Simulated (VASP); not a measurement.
Input of a VASP 6.6.1 run:

Contents of POSCAR:

```
Hf2N
1.0
    5.3131240200      0.0000000000      0.0000000000
    0.0000000000      5.3131240200      0.0000000000
    0.0000000000      0.0000000000      3.2420983900
Hf N
4 2
Direct
    0.2955363700      0.2955363700      0.0000000000
    0.7044636300      0.7044636300      0.0000000000
    0.7955363700      0.2044636300      0.5000000000
    0.2044636300      0.7955363700      0.5000000000
    0.0000000000      0.0000000000      0.0000000000
    0.5000000000      0.5000000000      0.5000000000
```

The input INCAR.step1:

```
SYSTEM = Hf2N
PREC = Accurate
ENCUT = 520
ISMEAR = -1
SIGMA = 0.05
LREAL = .False.
LASPH = .True.
NELM = 80
NBANDS = 34
GGA = PE
ALGO = Normal
EDIFF = 1E-4
LWAVE = .True.
LCHARG = .False.
```

INCAR.step2

```
SYSTEM = Hf2N
PREC = Accurate
ENCUT = 520
EDIFF = 1E-6
ISMEAR = -1
SIGMA = 0.05
LREAL = .False.
LASPH = .True.
NELM = 80
ALGO = Normal
ISIF = 2
LWAVE = .False.
LCHARG = .False.
METAGGA = R2SCAN
LMIXTAU = .True.
NBANDS = 34
ISTART = 1
```

KPOINTS

```
regular mesh
0
Gamma
  8 8 12
  0 0 0
```

Potentials or basis: VASP PAW PBE potentials, release 64 (Hf_pv, N).

Run with:

```sh
$ cat potpaw_PBE.64/Hf_pv/POTCAR potpaw_PBE.64/N/POTCAR > POTCAR
$ cp INCAR.step1 INCAR
$ mpirun -np 1 vasp_std > vasp.out
$ cp INCAR.step2 INCAR
$ mpirun -np 1 vasp_std > vasp.out
```

Problem. Estimate the pressure.

Solution. 0.0 GPa.

Problem. Predict the band gap on the k mesh.

Solution. Zero (bands 25 and 26 overlap by 2.77 eV).

Caveat: the PAW data sets were made with another functional, which shifts forces and pressure a little; spin-orbit coupling is left out, which moves the levels of the heavy elements.
